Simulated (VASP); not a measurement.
# SiO2 (P4_32_12) in VASP: further runs, part 2 of 2

VASP 6.6.1. Earlier steps stand in the parts before.

## 4. Single point, r2SCAN

This run uses another cell than the first one, of 15.18 Å³/atom.

POSCAR reads:

```
SiO2
1.0
    5.0808542500      0.0000000000      0.0000000000
    0.0000000000      5.0808542500      0.0000000000
    0.0000000000      0.0000000000      7.0582022400
Si O
4 8
Direct
    0.7918574424      0.7918574424      0.5000000000
    0.7081425576      0.2918574424      0.2500000000
    0.2081425576      0.2081425576      0.0000000000
    0.2918574424      0.7081425576      0.7500000000
    0.2576985345      0.4123078268      0.8288398114
    0.0876921732      0.7576985345      0.5788398114
    0.7423014655      0.5876921732      0.3288398114
    0.9123078268      0.2423014655      0.0788398114
    0.7576985345      0.0876921732      0.4211601886
    0.5876921732      0.7423014655      0.6711601886
    0.2423014655      0.9123078268      0.9211601886
    0.4123078268      0.2576985345      0.1711601886
```

INCAR.step1 reads:

```
  PREC = Accurate
  ENCUT = 520
  ISMEAR = -1
  SIGMA = 0.02
  LREAL = False
  LASPH = True
  NELM = 60
  NBANDS = 44
  GGA = PE
  ALGO = Normal
  EDIFF = 1E-4
  LWAVE = True
  LCHARG = False
```

INCAR.step2 reads:

```
  PREC = Accurate
  ENCUT = 520
  EDIFF = 1E-6
  ISMEAR = -1
  SIGMA = 0.02
  LREAL = False
  LASPH = True
  NELM = 60
  ALGO = Normal
  ISIF = 2
  LWAVE = False
  LCHARG = False
  METAGGA = R2SCAN
  LMIXTAU = True
  NBANDS = 44
  ISTART = 1
```

KPOINTS reads:

```
Automatic mesh
0
Gamma
  6 6 4
```

Potentials or basis: VASP PAW PBE potentials, release 64 (Si, O).

The run is started by

```console
> cat potpaw_PBE.64/Si/POTCAR potpaw_PBE.64/O/POTCAR > POTCAR
> cp INCAR.step1 INCAR
> mpirun -np 1 vasp_std > vasp.out
> cp INCAR.step2 INCAR
> mpirun -np 1 vasp_std > vasp.out
```

OUTCAR:

```text
PREC = Accurate
   ENCUT = 520
   EDIFF = 1E-6
   ISMEAR = -1
   LREAL = False
   LASPH = True
   NELM = 60
   ISIF = 2
   METAGGA = R2SCAN
   ISTART = 1

 ion  position               nearest neighbor table
   1  0.792  0.792  0.500-   7 1.61  10 1.61   9 1.61   6 1.61   2 3.12   4 3.12   2 3.12   4 3.12

   2  0.708  0.292  0.250-   8 1.61   9 1.61   7 1.61  12 1.61   1 3.12   3 3.12   1 3.12   3 3.12

   3  0.208  0.208  0.000-   5 1.61  12 1.61  11 1.61   8 1.61   2 3.12   4 3.12   4 3.12   2 3.12

   4  0.292  0.708  0.750-   6 1.61  11 1.61  10 1.61   5 1.61   1 3.12   3 3.12   3 3.12   1 3.12

   5  0.258  0.412  0.829-   3 1.61   4 1.61
   6  0.088  0.758  0.579-   4 1.61   1 1.61
   7  0.742  0.588  0.329-   1 1.61   2 1.61
   8  0.912  0.242  0.079-   2 1.61   3 1.61
   9  0.758  0.088  0.421-   2 1.61   1 1.61
  10  0.588  0.742  0.671-   1 1.61   4 1.61
  11  0.242  0.912  0.921-   4 1.61   3 1.61
  12  0.412  0.258  0.171-   3 1.61   2 1.61

  LATTYP: Found a simple tetragonal cell.
 ALAT       =     5.0808542500
 C/A-ratio  =     1.3891762866

  Lattice vectors:

 A1 = (   5.0808542500,   0.0000000000,   0.0000000000)
 A2 = (   0.0000000000,   5.0808542500,   0.0000000000)
 A3 = (   0.0000000000,   0.0000000000,   7.0582022400)

Analysis of symmetry for initial positions (statically):
=====================================================================
 Subroutine PRICEL returns:
 Original cell was already a primitive cell.

 Routine SETGRP: Setting up the symmetry group for a
 simple tetragonal supercell.

 Subroutine GETGRP returns: Found  8 space group operations
 (whereof  2 operations were pure point group operations)
 out of a pool of 16 trial point group operations.

The static configuration has the point symmetry C_2 .
 The point group associated with its full space group is D_4 .

Analysis of symmetry for dynamics (positions and initial velocities):
=====================================================================
 Subroutine PRICEL returns:
 Original cell was already a primitive cell.

 Routine SETGRP: Setting up the symmetry group for a
 simple tetragonal supercell.

 Subroutine GETGRP returns: Found  8 space group operations
 (whereof  2 operations were pure point group operations)
 out of a pool of 16 trial point group operations.

The dynamic configuration has the point symmetry C_2 .
 The point group associated with its full space group is D_4 .

 Subroutine INISYM returns: Found  8 space group operations
 (whereof  2 operations are pure point group operations),
 and found     1 'primitive' translations

----------------------------------------------------------------------------------------

                                     Primitive cell

  volume of cell :     182.2081

  direct lattice vectors                    reciprocal lattice vectors
     5.080854250  0.000000000  0.000000000     0.196817297  0.000000000  0.000000000
     0.000000000  5.080854250  0.000000000     0.000000000  0.196817297  0.000000000
     0.000000000  0.000000000  7.058202240     0.000000000  0.000000000  0.141679137

  length of vectors
     5.080854250  5.080854250  7.058202240     0.196817297  0.196817297  0.141679137

[... 83 lines left out ...]
   number of dos      NEDOS =    301   number of ions     NIONS =     12
   total plane-waves  NPLWV =  86400
   dimension x,y,z NGX =    40 NGY =   40 NGZ =   54
   dimension x,y,z NGXF=    80 NGYF=   80 NGZF=  108
   ions per type =               4   8
   NGX,Y,Z   is equivalent  to a cutoff of  13.09, 13.09, 12.72 a.u.
   NGXF,Y,Z  is equivalent  to a cutoff of  26.18, 26.18, 25.44 a.u.
 SYSTEM =  unknown system
   PREC   = accura    normal or accurate (medium, high low for compatibility)
   ISTART =      1    job   : 0-new  1-cont  2-samecut
   ICHARG =      0    charge: 1-file 2-atom 10-const
   ISPIN  =      1    spin polarized calculation?
   LNONCOLLINEAR =      F non collinear calculations
   LSORBIT =      F    spin-orbit coupling
   LASPH  =      T    aspherical Exc in radial PAW
   ENCUT  =  520.0 eV  38.22 Ry    6.18 a.u.   9.45  9.45 13.12*2*pi/ulx,y,z
   NELM   =     60;   NELMIN=  2; NELMDL=  0     # of ELM steps
   EDIFF  = 0.1E-05   stopping-criterion for ELM
   LREAL  =      F    real-space projection
   EDIFFG = 0.1E-04   stopping-criterion for IOM
   NSW    =      0    number of steps for IOM
   IBRION =     -1    ionic relax: 0-MD 1-quasi-New 2-CG
   NFREE  =      0    steps in history (QN), initial steepest desc. (CG)
   ISIF   =      2    stress and relaxation
   ISYM   =      2    0-nonsym 1-usesym 2-fastsym
   POTIM  = 0.5000    time-step for ionic-motion
   TEBEG  =    0.0;   TEEND  =   0.0 temperature during run
   PSTRESS=    0.0 pullay stress
   NELECT =      64.0000    total number of electrons
   NUPDOWN=      -1.0000    fix difference up-down
   EMIN   =  10.00;   EMAX   =-10.00  energy-range for DOS
   EFERMI =   0.00;   METHOD = LEGACY
   ISMEAR =    -1;   SIGMA  =   0.02  broadening in eV -4-tet -1-fermi 0-gaus
   EFERMI_NEDOS =   21; number of points for ismear=-14 and -15
   IALGO  =     38    algorithm
   IMIX   =      4    mixing-type and parameters
     AMIX     =   0.40;   BMIX     =  1.00
     AMIX_MAG =   1.60;   BMIX_MAG =  1.00
  volume/ion in A,a.u.               =      15.18       102.47
  Fermi-wavevector in a.u.,A,eV,Ry     =   1.155081  2.182786 18.153046  1.334211
  Thomas-Fermi vector in A             =   2.291712
   LORBIT       =      0    0 simple, 1 ext, 2 COOP (PROOUT), +10 PAW based schemes
   METAGGA = R2SCAN    functional components
   LHFCALC =     F    Hartree Fock is set to
   AEXX    =    0.0000 exact exchange contribution
   IVDW    =     0    specifies the selected vdW correction
   LEPSILON=     F    determine dielectric tensor
   LRPA    =     F    only Hartree local field effects (RPA)
 non-spin polarized calculation
  energy-cutoff  :      520.00
  volume of cell :      182.21
 maximum number of plane-waves:      4932
 NGX is ok and might be reduce to    40
   NGX = 19   NGY = 19   NGZ = 27

 number of electron      63.9999991 magnetization

 Free energy of the ion-electron system (eV)
  ---------------------------------------------------
  ext. energy  EPLUGINS =         0.00000000
  ---------------------------------------------------
  free energy    TOTEN  =      -119.15652964 eV

  energy without entropy =     -119.15652964  energy(sigma->0) =     -119.15652964

 E-fermi :  -0.2801     XC(G=0):  -8.5136

 val. band max:       -0.6830844469   @ k =   0.0000   0.0000   0.0000
 cond. band min:       5.5328364235   @ k =   0.0000   0.0000   0.0000
 fundamental gap:      6.2159208703
 Fermi energy:        -0.2800667695

 k-point     1 :       0.0000    0.0000    0.0000
  band No.  band energies     occupation
      1     -21.1086      2.00000
      2     -20.2274      2.00000
      3     -20.2274      2.00000
      4     -19.0930      2.00000
      5     -19.0863      2.00000
      6     -19.0843      2.00000
[... 1117 lines left out ...]
     43      11.6541      0.00000
     44      11.6542      0.00000

 [... further k-points ...]

------------------------ aborting loop because EDIFF is reached ----------------------------------------

  FORCE on cell =-STRESS in cart. coord.  units (eV):
  Direction    XX          YY          ZZ          XY          YZ          ZX
  --------------------------------------------------------------------------------------
  -------------------------------------------------------------------------------------
  Total       -0.9434376     -0.9434376     -0.4404079      0.0000000      0.0000000      0.0000000
  in kB       -8.2957600     -8.2957600     -3.8725594      0.0000000      0.0000000      0.0000000
  external PRESSURE =      -6.8213598 kB  Pullay stress =       0.0000000 kB

 VOLUME and BASIS-vectors are now :
 -----------------------------------------------------------------------------
  energy-cutoff  :      520.00
  volume of cell :      182.21
      direct lattice vectors                 reciprocal lattice vectors
     5.080854250  0.000000000  0.000000000     0.196817297  0.000000000  0.000000000
     0.000000000  5.080854250  0.000000000     0.000000000  0.196817297  0.000000000
     0.000000000  0.000000000  7.058202240     0.000000000  0.000000000  0.141679137

 POSITION                                       TOTAL-FORCE (eV/Angst)
 -----------------------------------------------------------------------------------
      4.02331      4.02331      3.52910         0.012735      0.012735     -0.000000
      3.59797      1.48289      1.76455        -0.012735      0.012735     -0.000000
      1.05754      1.05754      0.00000        -0.012735     -0.012735     -0.000000
      1.48289      3.59797      5.29365         0.012735     -0.012735     -0.000000
      1.30933      2.09488      5.85012         0.007958      0.004874     -0.000357
      0.44555      3.84976      4.08557        -0.004874      0.007958     -0.000357
      3.77153      2.98598      2.32102        -0.007958     -0.004874     -0.000357
      4.63530      1.23110      0.55647         0.004874     -0.007958     -0.000357
      3.84976      0.44555      2.97263         0.007958     -0.004874      0.000357
      2.98598      3.77153      4.73718        -0.004874     -0.007958      0.000357
      1.23110      4.63530      6.50173        -0.007958      0.004874      0.000357
      2.09488      1.30933      1.20808         0.004874      0.007958      0.000357
 -----------------------------------------------------------------------------------
    total drift:                                0.000000     -0.000000     -0.000000

  FREE ENERGIE OF THE ION-ELECTRON SYSTEM (eV)
  ---------------------------------------------------
  free  energy   TOTEN  =      -119.1565296372 eV

  energy  without entropy=     -119.1565296372  energy(sigma->0) =     -119.15652964
```

Run time: 11 min. Hardware: 1 thread of Intel Xeon Platinum 8259CL at 2.50GHz (Skylake/Cascade Lake), shared host; peak memory 0.41 GiB.

Results:

| Property | Result |
| --- | --- |
| Free energy | -119.1565 eV |
| Pressure | -0.7 GPa |
| Largest force | 0.018 eV/Å |
| Band gap on the k mesh | 6.22 eV |

Forces on the atoms (eV/Å):
```
Si   0.013  0.013  0.000
Si  -0.013  0.013  0.000
Si  -0.013 -0.013  0.000
Si   0.013 -0.013  0.000
O    0.008  0.005  0.000
O   -0.005  0.008  0.000
O   -0.008 -0.005  0.000
O    0.005 -0.008  0.000
O    0.008 -0.005  0.000
O   -0.005 -0.008  0.000
O   -0.008  0.005  0.000
O    0.005  0.008  0.000
```

Stress tensor (GPa, compression positive):
```
-0.83  0.00  0.00
 0.00 -0.83  0.00
 0.00  0.00 -0.39
```

Levels at points of the mesh, in eV from the valence-band top:
```
           k point  band 30  band 31  band 32  band 33  band 34  band 35
(0.00, 0.00, 0.00)    -0.23    -0.23     0.00     6.22     9.45     9.45
(0.50, 0.00, 0.00)    -0.66    -0.45    -0.45     8.24     8.24     9.91
(0.50, 0.50, 0.00)    -0.62    -0.58    -0.58     9.27     9.27     9.42
(0.00, 0.00, 0.50)    -0.50    -0.42    -0.42     7.42     7.42    10.23
(0.50, 0.00, 0.50)    -0.96    -0.14    -0.14     8.71     8.71     9.25
(0.50, 0.50, 0.50)    -0.68    -0.68    -0.68     9.78     9.78     9.78
```

Caveat: the PAW data sets were made with another functional, which shifts forces and pressure a little. A k mesh can miss the band edges.

## 5. Summary

| cell | gap on the mesh (eV) | pressure (GPa) | largest force (eV/Å) |
| --- | --- | --- | --- |
| a = 4.950, b = 4.950, c = 6.876 Å, 12 atoms, atomic positions A | 6.39 | 0.5 | 0.02 |
| a = 4.983, b = 4.983, c = 6.922 Å, 12 atoms, atomic positions B | 6.34 | 0.1 | 0.03 |
| a = 5.081, b = 5.081, c = 7.058 Å, 12 atoms, atomic positions C | 6.22 | -0.7 | 0.02 |

Alike in all rows: task single point; level r2SCAN; potentials or basis VASP PAW PBE potentials, release 64 (Si, O); no spin polarisation; k mesh 6 × 6 × 4; cutoff (eV) 520; smearing fermi-dirac 0.02 eV.

Caveats: the PAW data sets were made with another functional, which shifts forces and pressure a little.

Total energies depend on the potentials used, so only differences within one code and one set of settings carry meaning.
